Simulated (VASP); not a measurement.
Input of a VASP 6.6.1 run:

File INCAR:

```
PREC = Accurate
ENCUT = 520
EDIFF = 1E-6
ISMEAR = -1
SIGMA = 0.1
LREAL = False
LASPH = True
NELM = 80
ALGO = Normal
ISIF = 2
LWAVE = False
LCHARG = False
GGA = PS
NBANDS = 11
```

The input KPOINTS:

```
Automatic mesh
0
Gamma
  16 16 10
```

Contents of POSCAR:

```
C
1.0
    2.1088957700     -1.1963722000      0.0000000000
    2.1457442300      1.2601918000      0.0000000000
   -1.3790700000     -0.0206860500      3.5028300000
C
2
Direct
    0.8333560000      0.8333560000      0.0000930000
    0.1666440000      0.1666440000      0.9999070000
```

Potentials or basis: VASP PAW PBE potentials, release 64 (C).

Launch:

```bash
$ cat potpaw_PBE.64/C/POTCAR > POTCAR
$ mpirun -np 1 vasp_std > vasp.out
```

Q: Estimate the pressure.

A: 1.9 GPa.

Q: Estimate the largest force.

A: 0.396 eV/Å.

Stress tensor (GPa, compression positive):
```
  2.62 -13.29  -0.03
-13.29   2.54  -0.04
 -0.03  -0.04   0.39
```

Caveat: this functional lacks dispersion, which binds the layers, so the pressure and a relaxed spacing across them are unreliable; the PAW data sets were made with another functional, which shifts forces and pressure a little.
